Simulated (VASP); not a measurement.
Set up this calculation in VASP 6.6.1, as the native input.

```yaml
Task: single point
Functional: LDA
Potentials_or_basis: VASP PAW LDA potentials, release 64 (In_d, Au)
Cutoff: 520 eV
k_mesh: 10 × 10 × 10
Occupations: fermi-dirac, width 0.05 eV
Spin: no spin polarisation
Dipole_correction: no
Further_INCAR_settings: ALGO = Normal; EDIFF = 1e-06; NBANDS = 26
```

The structure of In2Au lies in POSCAR:

```
In2Au
1.0
    0.0000000000      3.3147612857      3.3147612857
    3.3147612857      0.0000000000      3.3147612857
    3.3147612857      3.3147612857      0.0000000000
In Au
2 1
Direct
    0.2500000000      0.2500000000      0.2500000000
    0.7500000000      0.7500000000      0.7500000000
    0.0000000000      0.0000000000      0.0000000000
```

This cell differs from its parent crystal: volume scaled by 1.06.

The input as run:

INCAR

```
SYSTEM = In2Au
PREC = Accurate ; ENCUT = 520
EDIFF = 1E-6 ; ISMEAR = -1
SIGMA = 0.05 ; LREAL = .False.
LASPH = .True. ; NELM = 80
ALGO = Normal ; ISIF = 2
LWAVE = .False. ; LCHARG = .False.
GGA = CA ; NBANDS = 26
```

KPOINTS

```
Automatic mesh
0
Gamma
  10 10 10
  0 0 0
```

Potentials or basis: VASP PAW LDA potentials, release 64 (In_d, Au).

Launch:

```sh
$ cat potpaw_LDA.64/In_d/POTCAR potpaw_LDA.64/Au/POTCAR > POTCAR
$ mpirun -np 1 vasp_std > vasp.out
```

Results of the run:

```
Pressure : -4.7 GPa
```

Wall time 54 s on 1 thread of Intel(R) Xeon(R) Platinum 8259CL CPU @ 2.50GHz (Skylake/Cascade Lake), on a shared host, peak memory 0.22 GiB.
